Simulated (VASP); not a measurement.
# Re (P6_3/mmc) in VASP: further runs, part 2 of 2

VASP 6.6.1. The steps go on from the part before.

## (3) Single point, LDA

This run uses another cell than the first one, of 14.71 Å³/atom.

Input file INCAR:

```
SYSTEM = Re
PREC = Accurate
ENCUT = 560
EDIFF = 1E-6
ISMEAR = -1
SIGMA = 0.05
LREAL = .FALSE.
LASPH = .TRUE.
NELM = 120
ALGO = Normal
ISIF = 2
LWAVE = .FALSE.
LCHARG = .FALSE.
NBANDS = 22
GGA_COMPAT = .FALSE.
```

Input file KPOINTS:

```
regular mesh
0
G
  6 6 4
  0 0 0
```

Input file POSCAR:

```
Re
1.0
    2.7608000000      0.0000000000      0.0000000000
   -1.3804000000      2.3909229348      0.0000000000
    0.0000000000      0.0000000000      4.4582000000
Re
2
Direct
    0.6666666667      0.3333333333      0.7500000000
    0.3333333333      0.6666666667      0.2500000000
```

Potentials or basis: VASP PAW LDA potentials, release 64 (Re_sv_GW).

Command:

```sh
$ cat potpaw_LDA.64/Re_sv_GW/POTCAR > POTCAR
$ mpirun -np 1 vasp_std > vasp.out
```

OUTCAR:

```text
SYSTEM = Re
   PREC = Accurate
   ENCUT = 560
   EDIFF = 1E-6
   ISMEAR = -1
   LREAL = .FALSE.
   LASPH = .TRUE.
   NELM = 120
   ISIF = 2

 ion  position               nearest neighbor table
   1  0.667  0.333  0.750-   2 2.74   2 2.74   2 2.74   2 2.74   2 2.74   2 2.74
   2  0.333  0.667  0.250-   1 2.74   1 2.74   1 2.74   1 2.74   1 2.74   1 2.74

  LATTYP: Found a hexagonal cell.
 ALAT       =     2.7608000000
 C/A-ratio  =     1.6148217908

  Lattice vectors:

[... 709 lines left out ...]

  FORCE on cell =-STRESS in cart. coord.  units (eV):
  Direction    XX          YY          ZZ          XY          YZ          ZX
  --------------------------------------------------------------------------------------
  -------------------------------------------------------------------------------------
  Total       -1.8251125     -1.8251125     -1.5829242     -0.0000000      0.0000000     -0.0000000
  in kB      -99.3665334    -99.3665334    -86.1808206     -0.0000000      0.0000000     -0.0000000
  external PRESSURE =     -94.9712958 kB  Pullay stress =       0.0000000 kB

 VOLUME and BASIS-vectors are now :
 -----------------------------------------------------------------------------
  energy-cutoff  :      560.00
  volume of cell :       29.43
      direct lattice vectors                 reciprocal lattice vectors
     2.760800000  0.000000000  0.000000000     0.362213851  0.209124264  0.000000000
    -1.380400000  2.390922935  0.000000000     0.000000000  0.418248529  0.000000000
     0.000000000  0.000000000  4.458200000     0.000000000  0.000000000  0.224305774

 POSITION                                       TOTAL-FORCE (eV/Angst)
 -----------------------------------------------------------------------------------
      1.38040      0.79697      3.34365         0.000000     -0.000000      0.000000
     -0.00000      1.59395      1.11455        -0.000000      0.000000      0.000000
 -----------------------------------------------------------------------------------
    total drift:                               -0.000000      0.000000     -0.000000

  FREE ENERGIE OF THE ION-ELECTRON SYSTEM (eV)
  ---------------------------------------------------
  free  energy   TOTEN  =       -30.7509878183 eV

  energy  without entropy=      -30.7415035155  energy(sigma->0) =      -30.74624567
```

OSZICAR:

```text
N       E                     dE             d eps       ncg     rms          rms(c)
DAV:   1     0.298117346628E+03    0.29812E+03   -0.21683E+04   932   0.151E+03
DAV:   2    -0.192758683070E+02   -0.31739E+03   -0.30595E+03  1150   0.440E+02
DAV:   3    -0.329337987068E+02   -0.13658E+02   -0.13547E+02  1148   0.866E+01
DAV:   4    -0.330700081730E+02   -0.13621E+00   -0.13620E+00  1032   0.867E+00
DAV:   5    -0.330710894800E+02   -0.10813E-02   -0.10813E-02  1138   0.695E-01    0.152E+02
DAV:   6    -0.310935822388E+02    0.19775E+01   -0.29345E+00  1020   0.119E+01    0.914E+01
DAV:   7    -0.308433714469E+02    0.25021E+00   -0.23858E+00  1082   0.100E+01    0.911E+00
DAV:   8    -0.307507513280E+02    0.92620E-01   -0.34491E-01   990   0.436E+00    0.121E+00
DAV:   9    -0.307510943285E+02   -0.34300E-03   -0.45367E-03  1082   0.562E-01    0.152E+00
DAV:  10    -0.307509870318E+02    0.10730E-03   -0.39730E-04  1008   0.147E-01    0.961E-02
DAV:  11    -0.307509878183E+02   -0.78653E-06   -0.46854E-06  1098   0.181E-02
   1 F= -.30750988E+02 E0= -.30746246E+02  d E =-.948430E-02
```

stdout:

```text
POSCAR found type information on POSCAR Re
 POSCAR found :  1 types and       2 ions
 scaLAPACK will be used
 LDA part: xc-table for (Slater(with rela. corr.)+CA(PZ))
 , standard interpolation
 POSCAR, INCAR and KPOINTS ok, starting setup
 FFT: planning ... GRIDC
 FFT: planning ... GRID_SOFT
 FFT: planning ... GRID
 WAVECAR not read
 entering main loop
```

Wall time 13 s (1 thread of Intel Xeon Platinum 8488C (Sapphire Rapids), shared host); peak memory 0.14 GiB.

What came out:

| Quantity | Value |
| --- | --- |
| Free energy | -30.7510 eV |
| Pressure | -9.5 GPa |
| Band gap on the k mesh | zero (bands 15 and 16 overlap by 2.91 eV) |

Levels at points of the mesh, in eV from the Fermi level:
```
           k point  band 12  band 13  band 14  band 15  band 16  band 17  band 18  band 19
(0.00, 0.00, 0.00)    -1.55    -1.55    -0.72    -0.72     0.20     0.20     0.79     3.38
(0.50, 0.00, 0.00)    -1.91    -1.60    -1.31    -0.55     4.01     4.41     4.55     6.14
(0.00, 0.00, 0.50)    -2.32    -1.68    -1.68    -1.68    -1.68     2.57     2.57     2.57
(0.50, 0.00, 0.50)    -4.05     0.41     0.41     1.05     1.05     4.32     4.32     4.85
```

Caveat: the k points lie up to 0.44 Å⁻¹ apart, too coarse for converged energies and pressures of a metal; spin-orbit coupling is left out, which moves the levels of the heavy elements.

## (4) Relaxation of cell and atoms, BLYP+D4

This run uses another cell than the first one, of 14.71 Å³/atom.

Input file INCAR:

```
SYSTEM = Re
PREC = Accurate
ENCUT = 560
EDIFF = 1E-7
ISMEAR = -1
SIGMA = 0.05
LREAL = .FALSE.
LASPH = .TRUE.
NELM = 120
ALGO = Normal
ISIF = 3
LWAVE = .FALSE.
LCHARG = .FALSE.
GGA = B5
ALDAX = 1.0
AGGAX = 1.0
AGGAC = 1.0
ALDAC = 0.0
IVDW = 13
VDW_S6 = 1.0
VDW_S8 = 2.34076671
VDW_A1 = 0.44488865
VDW_A2 = 4.0933009
IBRION = 2
NSW = 60
EDIFFG = -0.01
GGA_COMPAT = .FALSE.
NELMIN = 4
```

Input file KPOINTS:

```
Automatic mesh
0
G
  11 11 6
  0 0 0
```

POSCAR is that of step 3.

Potentials or basis: VASP PAW PBE potentials, release 64 (Re_sv_GW).

Command:

```sh
$ cat potpaw_PBE.64/Re_sv_GW/POTCAR > POTCAR
$ mpirun -np 1 vasp_std > vasp.out
```

Run time: 2.5 min. Hardware: 1 thread of Intel Xeon Platinum 8559C (Emerald Rapids), shared host; peak memory 0.18 GiB.

It converged, with:

```
Free energy                           : -27.4424 eV
Relaxed volume                        : 14.93 Å³/atom
Relaxed cell                          : a = 2.776 Å, b = 2.776 Å, c = 4.472 Å, α = 90.00°, β = 90.00°, γ = 120.00°
Space group after relaxing (to 0.1 Å) : P6_3/mmc (No. 194)
Energy gained by relaxing             : 3.6 meV/atom
Ionic steps                           : 6
Pressure after relaxing               : 0.0 GPa
Band gap on the k mesh                : zero (bands 15 and 16 overlap by 3.29 eV)
Dispersion energy per atom            : -1.321 eV
```

Step by step:
```csv
step,energy change (eV),largest force (eV/Å),pressure (GPa),volume (Å³)
1,0.0000,0.0000,5.38,29.43
2,0.0972,0.0000,-18.31,31.58
3,-0.0071,0.0000,-0.15,29.86
4,-0.0071,0.0000,0.01,29.85
5,-0.0071,0.0000,0.00,29.85
6,-0.0071,0.0000,-0.02,29.85
```

Final structure:
```
CELL_PARAMETERS angstrom
2.77623 0.00000 0.00000
-1.38812 2.40429 0.00000
0.00000 0.00000 4.47200
ATOMIC_POSITIONS crystal
Re 0.66667 0.33333 0.75000
Re 0.33333 0.66667 0.25000
```

Levels at points of the mesh, in eV from the Fermi level:
```csv
k point,band 13,band 14,band 15,band 16,band 17,band 18
"(0.00, 0.00, 0.00)",-1.58,-0.79,-0.79,0.08,0.08,0.93
"(0.00, 0.00, 0.50)",-1.74,-1.74,-1.74,-1.74,2.41,2.41
```

Caveat: the dispersion term is far too large for a dense solid, which distorts pressure and volume; the PAW data sets were made with another functional, which shifts forces and pressure a little; spin-orbit coupling is left out, which moves the levels of the heavy elements. Zero-point motion and thermal expansion aren't in these numbers.

## (5) Single point, r2SCAN50

Input file POSCAR:

```
Re
1.0
    2.7044413289      0.0000000000      0.0000000000
   -1.3522206645      2.3421148939      0.0000000000
    0.0000000000      0.0000000000      4.3671907899
Re
2
Direct
    0.6666666667      0.3333333333      0.7500000000
    0.3333333333      0.6666666667      0.2500000000
```

Input file INCAR.step1:

```
PREC = Accurate ; ENCUT = 520
EDIFF = 1E-5 ; ISMEAR = -1
SIGMA = 0.05 ; LREAL = False
LASPH = True ; NELM = 100
ALGO = Normal ; ISIF = 2
LWAVE = True ; LCHARG = False
GGA = PE ; NBANDS = 14
```

Input file INCAR.step2:

```
PREC = Accurate ; ENCUT = 520
EDIFF = 1E-6 ; ISMEAR = -1
SIGMA = 0.05 ; LREAL = False
LASPH = True ; NELM = 100
ALGO = Normal ; ISIF = 2
LWAVE = False ; LCHARG = False
METAGGA = R2SCAN ; LHFCALC = True
AEXX = 0.5 ; LMIXTAU = True
PRECFOCK = Normal ; ISTART = 1
NBANDS = 14
```

Input file KPOINTS:

```
Automatic mesh
0
Gamma
  6 6 3
```

Potentials or basis: VASP PAW PBE potentials, release 64 (Re).

Command:

```sh
$ cat potpaw_PBE.64/Re/POTCAR > POTCAR
$ cp INCAR.step1 INCAR
$ mpirun -np 1 vasp_std > vasp.out
$ cp INCAR.step2 INCAR
$ mpirun -np 1 vasp_std > vasp.out
```

Wall time 28 min (1 thread of Intel Xeon Platinum 8259CL at 2.50GHz (Skylake/Cascade Lake), shared host); peak memory 0.17 GiB.

Results (log left out):

```
Free energy            : -80.2241 eV
Pressure               : -1.6 GPa
Band gap on the k mesh : zero (bands 7 and 8 overlap by 5.11 eV)
```

Stress tensor (GPa, compression positive):
```
 2.51  0.00  0.00
 0.00  2.51  0.00
 0.00  0.00 -9.92
```

Levels at points of the mesh, in eV from the Fermi level:
```
           k point  band 4  band 5  band 6  band 7  band 8  band 9  band 10  band 11
(0.00, 0.00, 0.00)   -2.98   -2.97   -1.56   -1.56    1.05    1.06     1.06     5.92
(0.50, 0.00, 0.00)   -3.53   -3.12   -2.71   -1.55    6.85    7.43     7.56     9.35
```

Caveat: the k points lie up to 0.48 Å⁻¹ apart, too coarse for converged energies and pressures of a metal; the PAW data sets were made with another functional, which shifts forces and pressure a little; spin-orbit coupling is left out, which moves the levels of the heavy elements.

## (6) Single point, r2SCAN50

This run uses another cell than the first one, of 14.42 Å³/atom.

Input file POSCAR:

```
Re
1.0
    2.7422705826      0.0000000000      0.0000000000
   -1.3711352913      2.3748759886      0.0000000000
    0.0000000000      0.0000000000      4.4282782931
Re
2
Direct
    0.6666666667      0.3333333333      0.7500000000
    0.3333333333      0.6666666667      0.2500000000
```

Input file INCAR.step1:

```
PREC = Accurate
ENCUT = 520
EDIFF = 1E-5
ISMEAR = -1
SIGMA = 0.05
LREAL = False
LASPH = True
NELM = 60
ALGO = Normal
ISIF = 2
LWAVE = True
LCHARG = False
GGA = PE
NBANDS = 14
```

Input file INCAR.step2:

```
PREC = Accurate
ENCUT = 520
EDIFF = 1E-6
ISMEAR = -1
SIGMA = 0.05
LREAL = False
LASPH = True
NELM = 60
ALGO = Normal
ISIF = 2
LWAVE = False
LCHARG = False
METAGGA = R2SCAN
LHFCALC = True
AEXX = 0.5
LMIXTAU = True
PRECFOCK = Normal
ISTART = 1
NBANDS = 14
```

KPOINTS is that of step 5.

Potentials or basis: VASP PAW PBE potentials, release 64 (Re).

Command:

```sh
$ cat potpaw_PBE.64/Re/POTCAR > POTCAR
$ cp INCAR.step1 INCAR
$ mpirun -np 1 vasp_std > vasp.out
$ cp INCAR.step2 INCAR
$ mpirun -np 1 vasp_std > vasp.out
```

Run time: 26 min. Hardware: 1 thread of Intel Xeon Platinum 8259CL at 2.50GHz (Skylake/Cascade Lake), shared host; peak memory 0.16 GiB.

The run converged. Its results:

```yaml
Free_energy: -80.1376 eV
Pressure: -20.4 GPa
Band_gap_on_the_k_mesh: zero (bands 7 and 8 overlap by 4.82 eV)
```

Stress tensor (GPa, compression positive):
```
-17.48   0.00   0.00
  0.00 -17.48   0.00
  0.00   0.00 -26.19
```

Levels at points of the mesh, in eV from the Fermi level:
```csv
k point,band 3,band 4,band 5,band 6,band 7,band 8,band 9,band 10,band 11,band 12
"(0.00, 0.00, 0.00)",-2.97,-2.97,-2.97,-1.62,-1.62,0.79,0.91,0.91,5.55,5.55
"(0.50, 0.00, 0.00)",-7.84,-3.48,-3.24,-2.77,-1.65,6.40,6.94,7.06,8.77,9.87
```

Caveat: the k points lie up to 0.47 Å⁻¹ apart, too coarse for converged energies and pressures of a metal; the PAW data sets were made with another functional, which shifts forces and pressure a little; spin-orbit coupling is left out, which moves the levels of the heavy elements.

## (7) Overview

```csv
task,level,potentials or basis,cell,k mesh,cutoff (eV),grid for exact exchange (PRECFOCK),share of exact exchange,gap on the mesh (eV),pressure (GPa)
single point,LDA,"VASP PAW LDA potentials, release 64 (Re_sv_GW)","a = 2.704, b = 2.704, c = 4.367 Å, angles 90.0, 90.0, 120.0°, 2 atoms",11 × 11 × 6,560,-,-,none,15.4
single point,LDA,"VASP PAW LDA potentials, release 64 (Re_sv_GW)","a = 2.761, b = 2.761, c = 4.458 Å, angles 90.0, 90.0, 120.0°, 2 atoms",6 × 6 × 4,560,-,-,none,-9.5
relaxation of cell and atoms,BLYP+D4,"VASP PAW PBE potentials, release 64 (Re_sv_GW)","relaxed from a = 2.761, b = 2.761, c = 4.458 Å, angles 90.0, 90.0, 120.0°, 2 atoms",11 × 11 × 6,560,-,-,none,0.0
single point,r2SCAN50,"VASP PAW PBE potentials, release 64 (Re)","a = 2.704, b = 2.704, c = 4.367 Å, angles 90.0, 90.0, 120.0°, 2 atoms",6 × 6 × 3,520,Normal,0.5,none,-1.6
single point,r2SCAN50,"VASP PAW PBE potentials, release 64 (Re)","a = 2.742, b = 2.742, c = 4.428 Å, angles 90.0, 90.0, 120.0°, 2 atoms",6 × 6 × 3,520,Normal,0.5,none,-20.4
```

Alike in all rows: no spin polarisation; smearing fermi-dirac 0.05 eV.

Caveats: some runs use coarse meshes; spin-orbit coupling is left out, which moves the levels of the heavy elements; the PAW data sets were made with another functional, which shifts forces and pressure a little (at least some runs); the cell stands under pressure (at least some runs); the dispersion term is far too large for a dense solid, which distorts pressure and volume (at least some runs).

Absolute energies hang on the potentials; compare differences alone.
